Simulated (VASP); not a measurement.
Set up this calculation in VASP 6.6.1, as the native input.

| Item | Value |
| --- | --- |
| Task | single point |
| Functional | PBEsol |
| Potentials or basis | VASP PAW PBE potentials, release 64 (Zn, Ca_sv, Re) |
| Cutoff | 520 eV |
| k mesh | 5 × 5 × 3 |
| Occupations | fermi-dirac, width 0.1 eV |
| Spin | collinear spin |
| Starting moments | [2.0, 2.0, 3.0, 1.0, 3.0] μB |
| Dipole correction | no |
| Further INCAR settings | ALGO = Normal; EDIFF = 1e-06; NBANDS = 36 |

The structure of CaZn2Re2 lies in POSCAR:

```
CaZn2Re2
1.0
    3.9910650000      0.0000000000      0.0000000000
   -1.9955330000      3.4563650000      0.0000000000
    0.0000000000      0.0000000000      6.7077940000
Zn Ca Re
2 1 2
Direct
    0.3333000000      0.6667000000      0.6307000000
    0.6667000000      0.3333000000      0.3693000000
    0.0000000000      0.0000000000      0.0000000000
    0.3333000000      0.6667000000      0.2571000000
    0.6667000000      0.3333000000      0.7429000000
```

One way to write it, as run:

INCAR

```
SYSTEM = CaZn2Re2
PREC = Accurate ; ENCUT = 520
EDIFF = 1E-6 ; ISMEAR = -1
SIGMA = 0.1 ; LREAL = .False.
LASPH = .True. ; NELM = 150
ALGO = Normal ; ISIF = 2
LWAVE = .False. ; LCHARG = .True.
ISPIN = 2 ; MAGMOM = 2 2 3 1 3
LORBIT = 11 ; LMAXMIX = 4
GGA = PS ; LELF = .True.
LVHAR = .True. ; NBANDS = 36
```

KPOINTS

```
Automatic mesh
0
Gamma
  5 5 3
  0 0 0
```

Potentials or basis: VASP PAW PBE potentials, release 64 (Zn, Ca_sv, Re).

Run with:

```sh
$ cat potpaw_PBE.64/Zn/POTCAR potpaw_PBE.64/Ca_sv/POTCAR potpaw_PBE.64/Re/POTCAR > POTCAR
$ mpirun -np 1 vasp_std > vasp.out
```

Results of the run:

| Property | Result |
| --- | --- |
| Pressure | 9.7 GPa |
| Largest force | 0.401 eV/Å |
| Net moment | 3.60 μB per cell |
| Site moments | Zn +0.04; Ca +0.07; Re +1.63 μB |
| Valence electrons inside the program's atomic spheres | Zn 11.07; Ca 8.34; Re 5.89 |

Caveat: the k points lie up to 0.36 Å⁻¹ apart; the PAW data sets were made with another functional, which shifts forces and pressure a little.

It took 8.5 min on 1 thread of Oxide Virtual Turin-like Processor, on a shared host, peak memory 0.29 GiB.
